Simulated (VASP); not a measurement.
# CdTe (I-4m2) in VASP: a series of runs

CdTe is run at these levels: r2SCAN; tasks: single point.

Program: VASP 6.6.1. These are calculated values, not measurements. Logs are shortened: lines on timing, memory, paths and dates and some standing lists are left out, and cuts for length are marked.

### 1 The cell of the first run

Symmetry: I-4m2, No. 119, tetragonal system. The conventional cell has a = 4.775 Å, b = 4.775 Å, c = 6.359 Å, α = 90.00°, β = 90.00°, γ = 90.00°. Within 3.8 Å of Cd (site symmetry -4m2) lie 4 Te at 2.87 Å. Within 3.8 Å of Te (site symmetry -4m2) lie 4 Cd at 2.87 Å.

### 2 Single point, r2SCAN (strain +0.030 along x and y, -0.030 along z)

File POSCAR:

```
CdTe
1.0
    0.0000000000      3.3762335116      3.1795597148
    3.3762335116      0.0000000000      3.1795597148
    3.3762335116      3.3762335116      0.0000000000
Cd Te
1 1
Direct
    0.0000000000      0.0000000000      0.0000000000
    0.7500000000      0.7500000000      0.7500000000
```

File INCAR.step1:

```
SYSTEM = CdTe
PREC = Accurate ; ENCUT = 520
ISMEAR = 0 ; SIGMA = 0.05
LREAL = .FALSE. ; LASPH = .TRUE.
NELM = 100 ; NBANDS = 16
GGA = PE ; ALGO = Normal
EDIFF = 1E-4 ; LWAVE = .TRUE.
LCHARG = .FALSE.
```

File INCAR.step2:

```
SYSTEM = CdTe
PREC = Accurate ; ENCUT = 520
EDIFF = 1E-6 ; ISMEAR = 0
SIGMA = 0.05 ; LREAL = .FALSE.
LASPH = .TRUE. ; NELM = 100
ALGO = Normal ; ISIF = 2
LWAVE = .FALSE. ; LCHARG = .FALSE.
METAGGA = R2SCAN ; LMIXTAU = .TRUE.
NBANDS = 16 ; ISTART = 1
```

File KPOINTS:

```
Automatic mesh
0
G
  8 8 8
  0 0 0
```

Potentials or basis: VASP PAW PBE potentials, release 64 (Cd, Te).

Command:

```console
$ cat potpaw_PBE.64/Cd/POTCAR potpaw_PBE.64/Te/POTCAR > POTCAR
$ cp INCAR.step1 INCAR
$ mpirun -np 1 vasp_std > vasp.out
$ cp INCAR.step2 INCAR
$ mpirun -np 1 vasp_std > vasp.out
```

OUTCAR:

```text
SYSTEM = CdTe
   PREC = Accurate
   ENCUT = 520
   EDIFF = 1E-6
   ISMEAR = 0
   LREAL = .FALSE.
   LASPH = .TRUE.
   NELM = 100
   ISIF = 2
   METAGGA = R2SCAN
   ISTART = 1

 ion  position               nearest neighbor table
   1  0.000  0.000  0.000-   2 2.87   2 2.87   2 2.87   2 2.87
   2  0.750  0.750  0.750-   1 2.87   1 2.87   1 2.87   1 2.87

  LATTYP: Found a body centered tetragonal cell.
 ALAT       =     4.7747152218
 C/A-ratio  =     1.3318321898

  Lattice vectors:

 A1 = (   0.0000000000,  -3.3762335116,  -3.1795597148)
 A2 = (   0.0000000000,   3.3762335116,  -3.1795597148)
 A3 = (   3.3762335116,   0.0000000000,   3.1795597148)

Analysis of symmetry for initial positions (statically):
=====================================================================
 Subroutine PRICEL returns:
 Original cell was already a primitive cell.

 Routine SETGRP: Setting up the symmetry group for a
 body centered tetragonal supercell.

 Subroutine GETGRP returns: Found  8 space group operations
 (whereof  8 operations were pure point group operations)
 out of a pool of 16 trial point group operations.

The static configuration has the point symmetry D_2d.

Analysis of symmetry for dynamics (positions and initial velocities):
=====================================================================
 Subroutine PRICEL returns:
 Original cell was already a primitive cell.

 Routine SETGRP: Setting up the symmetry group for a
 body centered tetragonal supercell.

 Subroutine GETGRP returns: Found  8 space group operations
 (whereof  8 operations were pure point group operations)
 out of a pool of 16 trial point group operations.

The dynamic configuration has the point symmetry D_2d.

 Subroutine INISYM returns: Found  8 space group operations
 (whereof  8 operations are pure point group operations),
 and found     1 'primitive' translations

----------------------------------------------------------------------------------------

                                     Primitive cell

  volume of cell :      72.4873

  direct lattice vectors                    reciprocal lattice vectors
     0.000000000  3.376233512  3.179559715    -0.148094022  0.148094022  0.157254477
     3.376233512  0.000000000  3.179559715     0.148094022 -0.148094022  0.157254477
     3.376233512  3.376233512  0.000000000     0.148094022  0.148094022 -0.157254477

  length of vectors
     4.637731418  4.637731418  4.774715222     0.261901984  0.261901984  0.261901984

  position of ions in fractional coordinates (direct lattice)
     0.000000000  0.000000000  0.000000000
     0.750000000  0.750000000  0.750000000

  ion indices of the primitive-cell ions
   primitive index   ion index
                 1           1
                 2           2

----------------------------------------------------------------------------------------

 KPOINTS: Automatic mesh

Automatic generation of k-mesh.
 Grid dimensions read from file:
 generate k-points for:    8    8    8

 Generating k-lattice:

  Cartesian coordinates                     Fractional coordinates (reciprocal lattice)
    -0.018511753  0.018511753  0.019656810     0.125000000  0.000000000  0.000000000
     0.018511753 -0.018511753  0.019656810     0.000000000  0.125000000  0.000000000
     0.018511753  0.018511753 -0.019656810    -0.000000000 -0.000000000  0.125000000

  Length of vectors
     0.032737748  0.032737748  0.032737748

  Shift w.r.t. Gamma in fractional coordinates (k-lattice)
     0.000000000  0.000000000  0.000000000

 Subroutine IBZKPT returns following result:
 ===========================================

 Found     59 irreducible k-points:

 Following reciprocal coordinates:
            Coordinates               Weight
  0.000000  0.000000  0.000000      1.000000
  0.125000  0.000000  0.000000      8.000000
  0.250000  0.000000  0.000000      8.000000
  0.375000  0.000000  0.000000      8.000000
  0.500000  0.000000  0.000000      4.000000
  0.125000  0.125000  0.000000      2.000000
[... 16 lines left out ...]
  0.250000  0.000000  0.125000     16.000000
  0.375000  0.000000  0.125000     16.000000
 [... further k-points ...]
   k-points           NKPTS =     59   k-points in BZ     NKDIM =     59   number of bands    NBANDS=     16
   number of dos      NEDOS =    301   number of ions     NIONS =      2
   total plane-waves  NPLWV =  46656
   dimension x,y,z NGX =    36 NGY =   36 NGZ =   36
   dimension x,y,z NGXF=    72 NGYF=   72 NGZF=   72
   ions per type =               1   1
   NGX,Y,Z   is equivalent  to a cutoff of  12.90, 12.90, 12.53 a.u.
   NGXF,Y,Z  is equivalent  to a cutoff of  25.81, 25.81, 25.07 a.u.
 SYSTEM =  CdTe
   PREC   = accura    normal or accurate (medium, high low for compatibility)
   ISTART =      1    job   : 0-new  1-cont  2-samecut
   ICHARG =      0    charge: 1-file 2-atom 10-const
   ISPIN  =      1    spin polarized calculation?
   LNONCOLLINEAR =      F non collinear calculations
   LSORBIT =      F    spin-orbit coupling
   LASPH  =      T    aspherical Exc in radial PAW
   ENCUT  =  520.0 eV  38.22 Ry    6.18 a.u.   8.62  8.62  8.88*2*pi/ulx,y,z
   NELM   =    100;   NELMIN=  2; NELMDL=  0     # of ELM steps
   EDIFF  = 0.1E-05   stopping-criterion for ELM
   LREAL  =      F    real-space projection
   EDIFFG = 0.1E-04   stopping-criterion for IOM
   NSW    =      0    number of steps for IOM
   IBRION =     -1    ionic relax: 0-MD 1-quasi-New 2-CG
   NFREE  =      0    steps in history (QN), initial steepest desc. (CG)
   ISIF   =      2    stress and relaxation
   ISYM   =      2    0-nonsym 1-usesym 2-fastsym
   POTIM  = 0.5000    time-step for ionic-motion
   TEBEG  =    0.0;   TEEND  =   0.0 temperature during run
   PSTRESS=    0.0 pullay stress
   NELECT =      18.0000    total number of electrons
   NUPDOWN=      -1.0000    fix difference up-down
   EMIN   =  10.00;   EMAX   =-10.00  energy-range for DOS
   EFERMI =   0.00;   METHOD = LEGACY
   ISMEAR =     0;   SIGMA  =   0.05  broadening in eV -4-tet -1-fermi 0-gaus
   EFERMI_NEDOS =   21; number of points for ismear=-14 and -15
   IALGO  =     38    algorithm
   IMIX   =      4    mixing-type and parameters
     AMIX     =   0.40;   BMIX     =  1.00
     AMIX_MAG =   1.60;   BMIX_MAG =  1.00
  volume/ion in A,a.u.               =      36.24       244.58
  Fermi-wavevector in a.u.,A,eV,Ry     =   1.028991  1.944512 14.406162  1.058823
  Thomas-Fermi vector in A             =   2.163016
   LORBIT       =      0    0 simple, 1 ext, 2 COOP (PROOUT), +10 PAW based schemes
   METAGGA = R2SCAN    functional components
   LHFCALC =     F    Hartree Fock is set to
   AEXX    =    0.0000 exact exchange contribution
   IVDW    =     0    specifies the selected vdW correction
   LEPSILON=     F    determine dielectric tensor
   LRPA    =     F    only Hartree local field effects (RPA)
 non-spin polarized calculation
 Gauss-broadening in eV      SIGMA  =   0.05
  energy-cutoff  :      520.00
  volume of cell :       72.49
 maximum number of plane-waves:      1984
 NGX is ok and might be reduce to    36
   NGX = 17   NGY = 17   NGZ = 17

 number of electron      18.0000005 magnetization

 Free energy of the ion-electron system (eV)
  ---------------------------------------------------
  ext. energy  EPLUGINS =         0.00000000
  ---------------------------------------------------
  free energy    TOTEN  =       -46.63087726 eV

  energy without entropy =      -46.63087726  energy(sigma->0) =      -46.63087726

 E-fermi :   1.8875     XC(G=0):  -8.8162

 val. band max:        1.6544224920   @ k =   0.0000   0.0000   0.0000
 cond. band min:       2.5992117899   @ k =   0.0000   0.0000   0.0000
 fundamental gap:      0.9447892980
 Fermi energy:         1.8875137016

 k-point     1 :       0.0000    0.0000    0.0000
  band No.  band energies     occupation
      1      -9.6222      2.00000
      2      -6.8249      2.00000
      3      -6.8249      2.00000
      4      -6.8115      2.00000
      5      -6.5874      2.00000
      6      -6.5838      2.00000
[... 8 lines left out ...]
     15      10.8662      0.00000
     16      11.5352      0.00000

 k-point     2 :       0.1250    0.0000    0.0000
  band No.  band energies     occupation
      1      -9.5699      2.00000
      2      -6.8153      2.00000
      3      -6.8076      2.00000
      4      -6.7737      2.00000
      5      -6.5871      2.00000
      6      -6.5848      2.00000
[... 8 lines left out ...]
     15      10.3271      0.00000
     16      10.7763      0.00000

 k-point     3 :       0.2500    0.0000    0.0000
  band No.  band energies     occupation
      1      -9.4437      2.00000
      2      -6.7943      2.00000
      3      -6.7843      2.00000
      4      -6.6334      2.00000
      5      -6.5839      2.00000
      6      -6.5806      2.00000
[... 8 lines left out ...]
     15      10.3155      0.00000
     16      10.7127      0.00000

 k-point     4 :       0.3750    0.0000    0.0000
  band No.  band energies     occupation
      1      -9.3196      2.00000
      2      -6.7771      2.00000
      3      -6.7645      2.00000
      4      -6.5885      2.00000
      5      -6.5763      2.00000
      6      -6.3964      2.00000
[... 8 lines left out ...]
     15      11.1997      0.00000
     16      11.3022      0.00000
[... 324 lines left out ...]
 k-point    22 :       0.1250    0.0000    0.1250
  band No.  band energies     occupation
      1      -9.5545      2.00000
      2      -6.8067      2.00000
      3      -6.7919      2.00000
      4      -6.7770      2.00000
      5      -6.5925      2.00000
      6      -6.5809      2.00000
[... 8 lines left out ...]
     15      10.3741      0.00000
     16      11.4286      0.00000

 k-point    23 :       0.2500    0.0000    0.1250
  band No.  band energies     occupation
      1      -9.4544      2.00000
      2      -6.7893      2.00000
      3      -6.7728      2.00000
      4      -6.6704      2.00000
      5      -6.5935      2.00000
      6      -6.5751      2.00000
[... 8 lines left out ...]
     15      11.0141      0.00000
     16      11.5308      0.00000

 k-point    24 :       0.3750    0.0000    0.1250
  band No.  band energies     occupation
      1      -9.3302      2.00000
      2      -6.7727      2.00000
      3      -6.7526      2.00000
      4      -6.5982      2.00000
      5      -6.5802      2.00000
      6      -6.4437      2.00000
[... 8 lines left out ...]
     15      11.0861      0.00000
     16      11.8116      0.00000

 [... further k-points ...]

------------------------ aborting loop because EDIFF is reached ----------------------------------------

  FORCE on cell =-STRESS in cart. coord.  units (eV):
  Direction    XX          YY          ZZ          XY          YZ          ZX
  --------------------------------------------------------------------------------------
  -------------------------------------------------------------------------------------
  Total       -0.5959663     -0.5959663     -0.1690087      0.0000000      0.0000000     -0.0000000
  in kB      -13.1725657    -13.1725657     -3.7355771      0.0000000      0.0000000     -0.0000000
  external PRESSURE =     -10.0269028 kB  Pullay stress =       0.0000000 kB

 VOLUME and BASIS-vectors are now :
 -----------------------------------------------------------------------------
  energy-cutoff  :      520.00
  volume of cell :       72.49
      direct lattice vectors                 reciprocal lattice vectors
     0.000000000  3.376233512  3.179559715    -0.148094022  0.148094022  0.157254477
     3.376233512  0.000000000  3.179559715     0.148094022 -0.148094022  0.157254477
     3.376233512  3.376233512  0.000000000     0.148094022  0.148094022 -0.157254477

 POSITION                                       TOTAL-FORCE (eV/Angst)
 -----------------------------------------------------------------------------------
      0.00000      0.00000      0.00000         0.000000      0.000000      0.000000
      5.06435      5.06435      4.76934        -0.000000     -0.000000     -0.000000
 -----------------------------------------------------------------------------------
    total drift:                                0.000000      0.000000      0.000004

  FREE ENERGIE OF THE ION-ELECTRON SYSTEM (eV)
  ---------------------------------------------------
  free  energy   TOTEN  =       -46.6308772551 eV

  energy  without entropy=      -46.6308772551  energy(sigma->0) =      -46.63087726
```

Run time: 5.1 min. Hardware: 1 thread of Intel Xeon 8259CL, shared host; peak memory 0.26 GiB.

Results:

* Free energy: -46.6309 eV
* Pressure: -1.0 GPa
* Band gap on the k mesh: 0.94 eV

Levels at points of the mesh, in eV from the valence-band top:
```
           k point  band 7  band 8  band 9  band 10  band 11  band 12
(0.00, 0.00, 0.00)   -0.17   -0.17    0.00     0.94     4.96     4.99
(0.50, 0.00, 0.00)   -4.24   -0.94   -0.68     2.02     5.33     5.71
(0.50, 0.50, 0.00)   -3.96   -1.97   -1.97     2.57     2.77     9.26
(0.50, 0.00, 0.50)   -4.24   -1.76   -1.68     2.98     3.03     8.80
```

Caveat: the cell differs from its parent crystal (strain +0.030 along x and y, -0.030 along z); the PAW data sets were made with another functional, which shifts forces and pressure a little; spin-orbit coupling is left out, which moves the levels of the heavy elements.

### 3 Single point, r2SCAN (strain +0.030 along x and y, +0.000 along z)

File POSCAR:

```
CdTe
1.0
    0.0000000000      3.3762335116      3.2778966132
    3.3762335116      0.0000000000      3.2778966132
    3.3762335116      3.3762335116      0.0000000000
Cd Te
1 1
Direct
    0.0000000000      0.0000000000      0.0000000000
    0.7500000000      0.7500000000      0.7500000000
```

File INCAR.step1:

```
SYSTEM = CdTe
ALGO = Normal
EDIFF = 1E-4
ENCUT = 520
GGA = PE
ISMEAR = 0
LASPH = .TRUE.
LCHARG = .FALSE.
LREAL = .FALSE.
LWAVE = .TRUE.
NBANDS = 16
NELM = 80
PREC = Accurate
SIGMA = 0.05
```

File INCAR.step2:

```
SYSTEM = CdTe
ALGO = Normal
EDIFF = 1E-6
ENCUT = 520
ISIF = 2
ISMEAR = 0
ISTART = 1
LASPH = .TRUE.
LCHARG = .TRUE.
LELF = .TRUE.
LMIXTAU = .TRUE.
LREAL = .FALSE.
LVHAR = .TRUE.
LWAVE = .FALSE.
METAGGA = R2SCAN
NBANDS = 16
NELM = 80
PREC = Accurate
SIGMA = 0.05
```

File KPOINTS:

```
k-points
0
G
  8 8 8
  0 0 0
```

Potentials or basis: VASP PAW PBE potentials, release 64 (Cd, Te).

Command:

```console
$ cat potpaw_PBE.64/Cd/POTCAR potpaw_PBE.64/Te/POTCAR > POTCAR
$ cp INCAR.step1 INCAR
$ mpirun -np 1 vasp_std > vasp.out
$ cp INCAR.step2 INCAR
$ mpirun -np 1 vasp_std > vasp.out
```

It took 4.1 min on 1 thread of Intel Xeon 8259CL, shared host; peak memory 0.26 GiB.

Results (log left out):

| Property | Result |
| --- | --- |
| Free energy | -46.6167 eV |
| Pressure | -2.0 GPa |
| Band gap on the k mesh | 0.91 eV |

Stress tensor (GPa, compression positive):
```
-2.15  0.00  0.00
 0.00 -2.15  0.00
 0.00  0.00 -1.63
```

Levels at points of the mesh, in eV from the valence-band top:
```csv
k point,band 7,band 8,band 9,band 10,band 11,band 12
"(0.00, 0.00, 0.00)",-0.09,-0.09,0.00,0.91,5.02,5.04
"(0.50, 0.00, 0.00)",-4.03,-0.78,-0.65,2.06,5.48,5.65
"(0.50, 0.50, 0.00)",-3.87,-1.74,-1.74,2.77,2.94,9.01
"(0.50, 0.00, 0.50)",-4.00,-1.64,-1.60,2.99,3.04,8.79
```

Caveat: the cell differs from its parent crystal (strain +0.030 along x and y, +0.000 along z); the PAW data sets were made with another functional, which shifts forces and pressure a little; spin-orbit coupling is left out, which moves the levels of the heavy elements.
